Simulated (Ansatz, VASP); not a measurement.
# TaWC2 in VASP and in Ansatz

```
CELL_PARAMETERS angstrom
1.60268 0.92531 5.20168
-1.60268 0.92531 5.20168
0.00000 -1.85062 5.20168
ATOMIC_POSITIONS crystal
W 0.00000 0.00000 0.00000
Ta 0.50000 0.50000 0.50000
C 0.25093 0.25093 0.25093
C 0.74907 0.74907 0.74907
```

Change from the starting cell: volume scaled by 1.06.

Alike in both runs: task single point; functional PBEsol; k mesh 10 × 10 × 10; occupations fermi-dirac, width 0.05 eV; no spin polarisation.

|  | VASP | Ansatz |
| --- | --- | --- |
| version | VASP 6.6.1 | Ansatz 0.2.0 |
| potentials or method | VASP PAW PBE potentials, release 64 (W_sv, Ta_pv, C), cutoff 520 eV | all-electron LAPW, scalar-relativistic |

|  | VASP | Ansatz | Ansatz less VASP |
| --- | --- | --- | --- |
| gap on the k mesh at the Fermi level (eV) | none | none | - |
| pressure (GPa) | -26.6 | -27.2 | -0.56 |
| traceless stress, the component that is largest in VASP (GPa) | 0.10 | 0.08 | -0.015 |
| rms of the force components (eV/Å) | 0.030 | 0.027 | -0.0036 |

VASP's potentials were made for PBE, not for PBEsol. Atom by atom the forces differ by 0.004 eV/Å (rms over components). A gap of «none» marks a metal or a gap that the smearing closes. Ansatz ran all-electron here, and VASP with PAW potentials.

Neither program's run includes spin-orbit coupling.
